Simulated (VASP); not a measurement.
# MoSe (F-43m) in VASP: further runs, part 2 of 2

VASP 6.6.1. Earlier steps stand in the parts before.

**4. Single point, PBE+U, collinear spin**

This run uses another cell than the first one: it holds 4 atoms, not 2.

Contents of INCAR:

```
ALGO = Normal ; EDIFF = 1E-6
ENCUT = 520 ; GGA = PE
ISIF = 2 ; ISMEAR = 0
ISPIN = 2 ; LASPH = T
LCHARG = T ; LDAU = T
LDAUJ = 0 0 ; LDAUL = 2 -1
LDAUPRINT = 1 ; LDAUTYPE = 2
LDAUU = 4.38 0 ; LELF = T
LMAXMIX = 4 ; LORBIT = 11
LREAL = F ; LVHAR = T
LWAVE = F ; MAGMOM = 2 -2 0 0
NBANDS = 32 ; NELM = 150
PREC = Accurate ; SIGMA = 0.1
```

Contents of KPOINTS:

```
k-points
0
Gamma
  12 12 6
```

Contents of POSCAR:

```
MoSe
1.0
    0.0000000000      3.1234514948      3.1234514948
    3.1234514948      0.0000000000      3.1234514948
    6.2469029895      6.2469029895      0.0000000000
Mo Se
2 2
Direct
    1.0000000000      0.0000000000      0.0000000000
    1.0000000000      0.0000000000      0.5000000000
    0.2500000000      0.2500000000      0.1250000000
    0.2500000000      0.2500000000      0.6250000000
```

Potentials or basis: VASP PAW PBE potentials, release 64 (Mo_sv, Se).

The run is started by

```bash
> cat potpaw_PBE.64/Mo_sv/POTCAR potpaw_PBE.64/Se/POTCAR > POTCAR
> mpirun -np 1 vasp_std > vasp.out
```

OUTCAR:

```text
EDIFF = 1E-6
   ENCUT = 520
   GGA = PE
   ISIF = 2
   ISMEAR = 0
   ISPIN = 2
   LASPH = T
   LORBIT = 11
   LREAL = F
   NELM = 150
   PREC = Accurate

 ion  position               nearest neighbor table
   1  0.000  0.000  0.000-   4 2.70   3 2.70   3 2.70   3 2.70
   2  0.000  0.000  0.500-   3 2.70   4 2.70   4 2.70   4 2.70
   3  0.250  0.250  0.125-   2 2.70   1 2.70   1 2.70   1 2.70
   4  0.250  0.250  0.625-   1 2.70   2 2.70   2 2.70   2 2.70

  LATTYP: Found a trigonal (rhomboedric) cell.
 ALAT       =     7.6508623985
 COS(alpha) =     0.8333333333

  Lattice vectors:

 A1 = (   6.2469029895,   3.1234514947,  -3.1234514948)
 A2 = (   3.1234514947,   3.1234514947,  -6.2469029896)
 A3 = (   3.1234514947,   6.2469029895,  -3.1234514948)

Analysis of symmetry for initial positions (statically):
=====================================================================
 Subroutine PRICEL returns following result:

  LATTYP: Found a face centered cubic cell.
 ALAT       =     6.2469029896
[... 12 lines left out ...]
 Subroutine GETGRP returns: Found  6 space group operations
 (whereof  6 operations were pure point group operations)
 out of a pool of 12 trial point group operations.

The static configuration has the point symmetry C_3v.

Analysis of symmetry for dynamics (positions and initial velocities):
=====================================================================
 Subroutine PRICEL returns following result:

  LATTYP: Found a face centered cubic cell.
 ALAT       =     6.2469029896
[... 12 lines left out ...]
 Subroutine GETGRP returns: Found  6 space group operations
 (whereof  6 operations were pure point group operations)
[... 252 lines left out ...]
  o =  0.8356  v =  0.0000  0.0000  0.0000  0.0000  0.0000 -0.0289 -0.0144 -0.9994 -0.0144 -0.0000      0.0000  0.0000  0.0000  0.0000  0.0000  0.0000  0.0000  0.0000  0.0000  0.0000

 number of electron      40.0000000 magnetization       0.0000000

 Free energy of the ion-electron system (eV)
  ---------------------------------------------------
  ext. energy  EPLUGINS =         0.00000000
  ---------------------------------------------------
  free energy    TOTEN  =       -19.60981473 eV

  energy without entropy =      -19.59856775  energy(sigma->0) =      -19.60419124

 E-fermi :   3.6564     XC(G=0):  -8.7734

 val. band max:        3.6547753590   @ k =  -0.3333   0.1667   0.0000
 cond. band min:       3.6570585110   @ k =   0.2500   0.2500   0.0000
 fundamental gap:      0.0022831520
 Fermi energy:         3.6564049603

 spin component 1

 k-point     1 :       0.0000    0.0000    0.0000
  band No.  band energies     occupation
      1     -58.0710      1.00000
      2     -55.8675      1.00000
      3     -32.3367      1.00000
      4     -32.3367      1.00000
      5     -32.1857      1.00000
      6     -29.9279      1.00000
[... 1673 lines left out ...]
     31      11.1197      0.00000
     32      11.2515      0.00000

 [... further k-points ...]

------------------------ aborting loop because EDIFF is reached ----------------------------------------

  FORCE on cell =-STRESS in cart. coord.  units (eV):
  Direction    XX          YY          ZZ          XY          YZ          ZX
  --------------------------------------------------------------------------------------
  -------------------------------------------------------------------------------------
  Total       -1.6555346     -1.6555346     -1.6555346      1.2656100     -1.2656100     -1.2656100
  in kB      -21.7612866    -21.7612866    -21.7612866     16.6358958    -16.6358958    -16.6358958
  external PRESSURE =     -21.7612866 kB  Pullay stress =       0.0000000 kB

 VOLUME and BASIS-vectors are now :
 -----------------------------------------------------------------------------
  energy-cutoff  :      520.00
  volume of cell :      121.89
      direct lattice vectors                 reciprocal lattice vectors
     0.000000000  3.123451495  3.123451495    -0.160079323  0.160079323  0.160079323
     3.123451495  0.000000000  3.123451495     0.160079323 -0.160079323  0.160079323
     6.246902989  6.246902989  0.000000000     0.080039661  0.080039661 -0.080039661

 POSITION                                       TOTAL-FORCE (eV/Angst)
 -----------------------------------------------------------------------------------
      0.00000      0.00000      0.00000         0.250286      0.250286     -0.250286
      3.12345      3.12345      0.00000         0.250286      0.250286     -0.250286
      1.56173      1.56173      1.56173        -0.250286     -0.250286      0.250286
      4.68518      4.68518      1.56173        -0.250286     -0.250286      0.250286
 -----------------------------------------------------------------------------------
    total drift:                               -0.000057     -0.000057      0.000055

  FREE ENERGIE OF THE ION-ELECTRON SYSTEM (eV)
  ---------------------------------------------------
  free  energy   TOTEN  =       -19.6098147269 eV

  energy  without entropy=      -19.5985677483  energy(sigma->0) =      -19.60419124

 total charge

# of ion       s       p       d       tot
------------------------------------------
    1        2.211   6.058   3.866  12.135
    2        2.211   6.058   3.866  12.135
    3        1.438   2.382   0.037   3.857
    4        1.438   2.382   0.037   3.857
--------------------------------------------------
tot          7.299  16.879   7.807  31.985

 magnetization (x)

# of ion       s       p       d       tot
------------------------------------------
    1        0.044   0.032   3.354   3.430
    2       -0.044  -0.032  -3.354  -3.430
    3       -0.006  -0.154   0.014  -0.145
    4        0.006   0.154  -0.014   0.145
--------------------------------------------------
tot          0.000   0.000  -0.000  -0.000
```

OSZICAR:

```text
N       E                     dE             d eps       ncg     rms          rms(c)
DAV:   1     0.308985407125E+03    0.30899E+03   -0.20782E+04 14208   0.113E+03
DAV:   2    -0.270717172268E+01   -0.31169E+03   -0.30012E+03 14848   0.305E+02
DAV:   3    -0.166708372599E+02   -0.13964E+02   -0.13609E+02 15816   0.555E+01
DAV:   4    -0.168784114449E+02   -0.20757E+00   -0.20727E+00 13760   0.683E+00
DAV:   5    -0.168808042301E+02   -0.23928E-02   -0.23921E-02 15920   0.710E-01    0.107E+01
DAV:   6    -0.188109048574E+02   -0.19301E+01   -0.21485E+01 12864   0.155E+01    0.999E+00
DAV:   7    -0.193257420296E+02   -0.51484E+00   -0.10598E+00 13800   0.442E+00    0.520E+00
DAV:   8    -0.195163197553E+02   -0.19058E+00   -0.39876E-01 16472   0.335E+00    0.259E+00
DAV:   9    -0.195994611019E+02   -0.83141E-01   -0.16764E-01 15376   0.205E+00    0.112E+00
DAV:  10    -0.196062704794E+02   -0.68094E-02   -0.20523E-02 14792   0.732E-01    0.451E-01
DAV:  11    -0.196087092250E+02   -0.24387E-02   -0.66219E-03 15632   0.390E-01    0.137E-01
DAV:  12    -0.196095831871E+02   -0.87396E-03   -0.10797E-03 14784   0.141E-01    0.716E-02
DAV:  13    -0.196097345298E+02   -0.15134E-03   -0.19227E-04 15592   0.532E-02    0.389E-02
DAV:  14    -0.196097939747E+02   -0.59445E-04   -0.63817E-05 15008   0.323E-02    0.188E-02
DAV:  15    -0.196098124234E+02   -0.18449E-04   -0.37281E-05 15448   0.240E-02    0.706E-03
DAV:  16    -0.196098141246E+02   -0.17012E-05   -0.30250E-06 13264   0.833E-03    0.303E-03
DAV:  17    -0.196098147269E+02   -0.60223E-06   -0.88430E-07 10080   0.393E-03
   1 F= -.19609815E+02 E0= -.19604191E+02  d E =-.112470E-01  mag=     0.0000
```

It took 35 min on 1 thread of Oxide Virtual Turin-like, shared host; peak memory 0.7 GiB.

Results:

| Property | Result |
| --- | --- |
| Free energy | -19.6098 eV |
| Pressure | -2.2 GPa |
| Band gap on the k mesh | zero (filled and empty bands overlap) |
| Net moment | 0.00 μB per cell |
| Site moments | Mo +3.43, -3.43; Se -0.14, +0.14 μB |
| Valence electrons inside the program's atomic spheres | Mo 12.13; Se 3.86 |

Stress tensor (GPa, compression positive):
```
-2.18  1.66 -1.66
 1.66 -2.18 -1.66
-1.66 -1.66 -2.18
```

Eigenvalues of the final occupation matrices:
| site | spin | trace | eigenvalues |
| --- | --- | --- | --- |
| site 1 d | 1 | 3.64 | 0.58 0.58 0.82 0.84 0.84 |
| site 1 d | 2 | 0.26 | 0.02 0.02 0.07 0.07 0.08 |
| site 2 d | 1 | 0.26 | 0.02 0.02 0.07 0.07 0.08 |
| site 2 d | 2 | 3.64 | 0.58 0.58 0.82 0.84 0.84 |

**5. Overview**

```tsv
cell	k mesh	gap on the mesh (eV)	pressure (GPa)	moment (μB)
a = 4.560 Å, angles 60.0°, 2 atoms, atomic positions A	12 × 12 × 12	none	-4.3	4.00
a = 4.668 Å, angles 60.0°, 2 atoms, atomic positions A	12 × 12 × 12	none	-5.9	4.00
a = 4.417, b = 4.417, c = 8.834 Å, angles 60.0°, 4 atoms, atomic positions B	12 × 12 × 6	none	-2.2	0.00
```

Alike in all rows: task single point; level PBE+U; potentials or basis VASP PAW PBE potentials, release 64 (Mo_sv, Se); spin collinear; Mo d U = 4.38 eV; cutoff (eV) 520; smearing gaussian 0.1 eV.

Caveats: the cell stands under tension (at least some runs).

Absolute energies hang on the potentials; compare differences alone.
